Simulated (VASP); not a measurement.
# W: single point with PBE

Crystal: W.

```
W
1.0
    -2.55923    2.55923    1.34497
     2.55923   -2.55923    1.34497
     2.55923    2.55923   -1.34497
W
2
Direct
  0.62500 0.87500 0.75000
  0.37500 0.12500 0.25000
```

```
Program                 : VASP 6.6.1
Task                    : single point
Functional              : PBE
Potentials or basis     : VASP PAW PBE potentials, release 64 (W_sv)
Cutoff                  : 520 eV
k mesh                  : 16 × 16 × 16
Occupations             : fermi-dirac, width 0.05 eV
Spin                    : no spin polarisation
Dipole correction       : no
k mesh for the DOS      : 24 × 24 × 24
Occupations for the DOS : tetrahedron
Further INCAR settings  : ALGO = Normal; EDIFF = 1e-06
```

```json
{"Valence electrons inside the program's atomic spheres": "W 12.11"}
```

Levels at points of the mesh, in eV from the Fermi level:
```csv
k point,band 11,band 12,band 13,band 14,band 15,band 16,band 17,band 18
"(0.00, 0.00, 0.00)",-3.75,-3.65,-2.59,2.20,2.20,2.25,2.25,4.81
"(0.50, 0.00, 0.00)",-3.29,-2.55,-0.40,-0.30,-0.22,1.96,2.94,3.37
"(0.50, 0.50, 0.00)",-2.95,-2.95,-1.27,-1.27,0.39,0.39,3.23,3.23
"(0.50, 0.50, 0.50)",-2.50,-2.50,-0.67,-0.67,1.10,1.10,2.75,2.77
```

It took 5.2 min on 1 thread of Intel(R) Xeon(R) 6975P-C (Granite Rapids), on a shared host, peak memory 0.71 GiB.

Caveat: spin-orbit coupling is left out, which moves the levels of the heavy elements.
